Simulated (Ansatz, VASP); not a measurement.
## Two plane-wave programs on Al5P2

```
Al P
1.0
     2.70427   -4.41189    0.00000
     2.70427    4.41189    0.00000
     0.00000    0.00000    5.40139
Al P
5 2
Direct
  0.22665 0.77335 0.76092
  0.77335 0.22665 0.76092
  0.77335 0.22665 0.23908
  0.22665 0.77335 0.23908
  0.50000 0.50000 0.50000
  0.50000 0.50000 0.00000
  0.00000 0.00000 0.50000
```

Alike in both runs: functional PBE; k mesh 4 × 4 × 4; occupations gaussian, width 0.2 eV; no spin polarisation.

Ansatz relaxed the structure, and its values are those at the end. VASP's run is a single point on that final structure, the one shown.

|  | VASP | Ansatz |
| --- | --- | --- |
| version | VASP 6.6.1 | Ansatz 0.2.0 |
| potentials or method | VASP PAW PBE potentials, release 64 (Al, P), cutoff 500 eV | scalar-relativistic, plane waves, PAW |
| valence electrons in the cell | 25 | 25 |

|  | VASP | Ansatz | Ansatz less VASP |
| --- | --- | --- | --- |
| gap on the k mesh at the Fermi level (eV) | none | none | - |
| pressure (GPa) | 0.0 | 0.0 | +0.05 |
| rms of the force components (eV/Å) | 0.017 | 0.017 | +0.0005 |

A gap of «none» marks a metal or a gap that the smearing closes.
